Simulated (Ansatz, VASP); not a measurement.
# One calculation of VO2, two programs

```
CELL_PARAMETERS angstrom
4.53000 0.00000 0.00000
0.00000 4.53000 0.00000
0.00000 0.00000 2.86900
ATOMIC_POSITIONS crystal
V 0.00000 0.00000 0.00000
V 0.50000 0.50000 0.50000
O 0.29938 0.29938 0.00000
O 0.20062 0.79938 0.50000
O 0.70062 0.70062 0.00000
O 0.79938 0.20062 0.50000
```

Alike in both runs: functional PBE; k mesh 4 × 4 × 7; occupations fermi-dirac, width 0.02 eV; collinear spin.

Ansatz relaxed the structure, and its values are those at the end. VASP's run is a single point on that final structure, the one shown.

|  | VASP | Ansatz |
| --- | --- | --- |
| version | VASP 6.6.1 | Ansatz 0.2.0 |
| potentials or method | VASP PAW PBE potentials, release 64 (V_sv, O) | plane-wave PAW, scalar-relativistic |
| plane-wave cutoff (eV) | 600 | 420 |
| valence electrons in the cell | 50 | 50 |

```tsv
	VASP	Ansatz	Ansatz less VASP
pressure (GPa)	3.2	2.5	-0.64
rms of the force components (eV/Å)	0.000	0.010	+0.0098
net moment per atom (μB)	0.33	0.33	0.000
size of the moment on the site where the two differ most (μB)	1.05	0.83	-0.218
```

Site moments also hang on the region over which each program counts them. Ansatz's warnings: stress scf threshold loose.
